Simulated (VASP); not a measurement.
# Mg3Sb2 (P-3m1) in VASP: a series of runs, part 2 of 2

VASP 6.6.1. Earlier steps stand in the parts before.

## (4) Relaxation of cell and atoms, r2SCAN

This run uses another cell than the first one, of 26.60 Å³/atom.

The input, POSCAR:

```
Mg3Sb2
1.0
    4.5981739643      0.0000000000      0.0000000000
   -2.2990869822      3.9821354641      0.0000000000
    0.0000000000      0.0000000000      7.2632888034
Mg Sb
3 2
Direct
    0.3333333333      0.6666666667      0.6325117476
    0.6666666667      0.3333333333      0.3674882524
    0.0000000000      0.0000000000      0.0000000000
    0.3333333333      0.6666666667      0.2257132291
    0.6666666667      0.3333333333      0.7742867709
```

The input, INCAR.step1:

```
ALGO     = Normal         # electronic algorithm
EDIFF    = 1E-5           # SCF threshold, eV
EDIFFG   = -0.005         # ionic threshold
ENCUT    = 660            # plane-wave cutoff, eV
GGA      = PE             # functional
GGA_COMPAT= False        
IBRION   = 2              # ionic algorithm
ISIF     = 3              # what is computed and relaxed
ISMEAR   = -1             # smearing method
LASPH    = True           # aspherical terms in the spheres
LCHARG   = False          # write CHGCAR
LREAL    = False          # projectors in reciprocal space
LWAVE    = True           # write WAVECAR
NELM     = 120            # most SCF steps
NELMIN   = 4            
NSW      = 100            # ionic steps
PREC     = Accurate       # precision mode
SIGMA    = 0.02           # smearing width, eV
```

The input, INCAR.step2:

```
ALGO     = Normal         # electronic algorithm
EDIFF    = 1E-7           # SCF threshold, eV
EDIFFG   = -0.005         # ionic threshold
ENCUT    = 660            # plane-wave cutoff, eV
GGA_COMPAT= False        
IBRION   = 2              # ionic algorithm
ISIF     = 3              # what is computed and relaxed
ISMEAR   = -1             # smearing method
ISTART   = 1            
LASPH    = True           # aspherical terms in the spheres
LCHARG   = False          # write CHGCAR
LMIXTAU  = True         
LREAL    = False          # projectors in reciprocal space
LWAVE    = False          # write WAVECAR
METAGGA  = R2SCAN         # meta-GGA
NELM     = 120            # most SCF steps
NELMIN   = 4            
NSW      = 80             # ionic steps
PREC     = Accurate       # precision mode
SIGMA    = 0.02           # smearing width, eV
```

The input, KPOINTS:

```
k-points
0
Gamma
  6 6 4
```

On the command line:

```sh
cat potpaw_PBE.64/Mg/POTCAR potpaw_PBE.64/Sb/POTCAR > POTCAR
cp INCAR.step1 INCAR
mpirun -np 1 vasp_std > vasp.out
cp INCAR.step2 INCAR
mpirun -np 1 vasp_std > vasp.out
```

Wall time 17 min (1 thread of AMD EPYC 9R45 (Zen 5), shared host); peak memory 0.36 GiB.

Results (log left out):

* Free energy: -66.2533 eV
* Relaxed volume: 26.17 Å³/atom
* Relaxed cell: a = 4.568 Å, b = 4.568 Å, c = 7.241 Å, α = 90.00°, β = 90.00°, γ = 120.00°
* Space group after relaxing (to 0.1 Å): P-3m1 (No. 164)
* Energy gained by relaxing: 1.9 meV/atom
* Ionic steps: 10
* Pressure after relaxing: 0.0 GPa
* Largest force after relaxing: 0.004 eV/Å
* Band gap on the k mesh: 0.56 eV (least direct gap 1.74 eV)

Forces in eV/Å, atoms in the order of the input:
```
Mg   0.000  0.000  0.004
Mg   0.000  0.000 -0.004
Mg   0.000  0.000  0.000
Sb   0.000  0.000 -0.002
Sb   0.000  0.000  0.002
```

The path:
| step | energy change (eV) | largest force (eV/Å) | pressure (GPa) | volume (Å³) |
| --- | --- | --- | --- | --- |
| 1 | 0.0000 | 0.1580 | -0.88 | 132.99 |
| 2 | -0.0084 | 0.0627 | 0.18 | 130.19 |
| 3 | -0.0085 | 0.0704 | 0.08 | 130.45 |
| 4 | -0.0091 | 0.0499 | 0.06 | 130.56 |
| 5 | -0.0095 | 0.0207 | 0.03 | 130.73 |
| 6 | -0.0093 | 0.0360 | -0.03 | 131.06 |
| 7 | -0.0096 | 0.0077 | 0.01 | 130.84 |
| 8 | -0.0096 | 0.0075 | -0.01 | 130.89 |
| 9 | -0.0096 | 0.0074 | -0.02 | 130.91 |
| 10 | -0.0096 | 0.0044 | 0.01 | 130.85 |

Final structure:
```
CELL_PARAMETERS angstrom
4.56814 0.00000 0.00000
-2.28407 3.95612 0.00000
0.00000 0.00000 7.24052
ATOMIC_POSITIONS crystal
Mg 0.33333 0.66667 0.63331
Mg 0.66667 0.33333 0.36669
Mg 0.00000 0.00000 0.00000
Sb 0.33333 0.66667 0.22840
Sb 0.66667 0.33333 0.77160
```

Levels at points of the mesh, in eV from the valence-band top:
```csv
k point,band 4,band 5,band 6,band 7,band 8,band 9,band 10,band 11,band 12
"(0.00, 0.00, 0.00)",-1.16,-1.16,-0.42,-0.42,0.00,1.77,1.79,3.42,3.42
"(0.50, 0.00, 0.00)",-3.86,-3.33,-2.39,-2.21,-0.96,0.79,2.43,2.46,3.15
"(0.00, 0.00, 0.50)",-3.01,-0.84,-0.84,-0.76,-0.76,2.29,2.46,3.06,3.06
"(0.50, 0.00, 0.50)",-4.72,-1.91,-1.73,-1.69,-1.58,0.87,1.67,2.15,2.58
```

Caveat: semilocal functionals underestimate gaps, and a narrow one can read as zero; the PAW data sets were made with another functional, which shifts forces and pressure a little; spin-orbit coupling is left out, which moves the levels of the heavy elements. A k mesh can miss the band edges.

## (5) Single point, PBE, non-collinear spin, zero start, spin-orbit coupling

The input, INCAR:

```
SYSTEM = Mg3Sb2
PREC = Accurate ; ENCUT = 600
EDIFF = 1E-6 ; ISMEAR = -1
SIGMA = 0.02 ; LREAL = .FALSE.
LASPH = .TRUE. ; NELM = 200
ALGO = Normal ; ISIF = 2
LWAVE = .FALSE. ; LCHARG = .FALSE.
MAGMOM = 0 0 0 0 0 0 0 0 0 0 0 0 0 0 0 ; LORBIT = 11
LSORBIT = .TRUE. ; GGA_COMPAT = .FALSE.
LORBMOM = .TRUE. ; GGA = PE
NBANDS = 31
```

The input, KPOINTS:

```
Automatic mesh
0
G
  6 6 4
  0 0 0
```

The input, POSCAR:

```
Mg3Sb2
1.0
    4.5696659248      0.0000000000      0.0000000000
   -2.2848329624      3.9574467777      0.0000000000
    0.0000000000      0.0000000000      7.2399975018
Mg Sb
3 2
Direct
    0.3333333333      0.6666666667      0.6336571752
    0.6666666667      0.3333333333      0.3663428248
    0.0000000000      0.0000000000      0.0000000000
    0.3333333333      0.6666666667      0.2287531118
    0.6666666667      0.3333333333      0.7712468882
```

On the command line:

```sh
cat potpaw_PBE.64/Mg/POTCAR potpaw_PBE.64/Sb/POTCAR > POTCAR
mpirun -np 1 vasp_ncl > vasp.out
```

It took 3.3 min on 1 thread of AMD EPYC 9R45 (Zen 5), shared host; peak memory 0.73 GiB.

The run converged. Its results:

* Free energy: -14.7415 eV
* Pressure: 0.9 GPa
* Largest force: 0.178 eV/Å
* Net moment: 0.00 μB per cell
* Valence electrons inside the program's atomic spheres: Mg 0.34, 0.27 (each value once); Sb 2.55

Forces on the atoms (eV/Å):
```
Mg   0.000  0.000 -0.032
Mg   0.000  0.000  0.032
Mg   0.000  0.000  0.000
Sb   0.000  0.000 -0.178
Sb   0.000  0.000  0.178
```

Stress tensor (GPa, compression positive):
```
1.01 0.00 0.00
0.00 1.01 0.00
0.00 0.00 0.77
```

Moments on the atoms (μB; x, y, z):
```
Mg  0.00 0.00 0.00
Mg  0.00 0.00 0.00
Mg  0.00 0.00 0.00
Sb  0.00 0.00 0.00
Sb  0.00 0.00 0.00
```

## (6) Overview

```tsv
task	level	spin	cell	k mesh	cutoff (eV)	smearing	grid for exact exchange (PRECFOCK)	share of exact exchange	screening parameter	gap on the mesh (eV)	pressure (GPa)	largest force (eV/Å)
single point	PBE0	off	a = 4.570, b = 4.570, c = 7.240 Å, angles 90.0, 90.0, 120.0°, 5 atoms, atomic positions A	6 × 6 × 2	520	gaussian 0.01 eV	Normal	0.25	-	1.34	-0.7	0.03
single point	HSE06	off	a = 4.570, b = 4.570, c = 7.240 Å, angles 90.0, 90.0, 120.0°, 5 atoms, atomic positions A	6 × 6 × 2	520	gaussian 0.01 eV	Normal	0.25	0.2079 1/Å	0.71	-0.6	0.03
relaxation of cell and atoms	r2SCAN	off	relaxed from a = 4.598, b = 4.598, c = 7.263 Å, angles 90.0, 90.0, 120.0°, 5 atoms, atomic positions B	6 × 6 × 4	660	fermi-dirac 0.02 eV	-	-	-	0.56	0.0	-
single point	PBE	non-collinear, zero start, SOC	a = 4.570, b = 4.570, c = 7.240 Å, angles 90.0, 90.0, 120.0°, 5 atoms, atomic positions A	6 × 6 × 4	600	fermi-dirac 0.02 eV	-	-	-	-	0.9	0.18
```

Alike in all rows: potentials or basis VASP PAW PBE potentials, release 64 (Mg, Sb).

Caveats: some runs use coarse meshes; the PAW data sets were made with another functional, which shifts forces and pressure a little (at least some runs); spin-orbit coupling is left out, which moves the levels of the heavy elements (at least some runs); semilocal functionals underestimate gaps, and a narrow one can read as zero (at least some runs).

Total energies depend on the potentials used, so only differences within one code and one set of settings carry meaning.
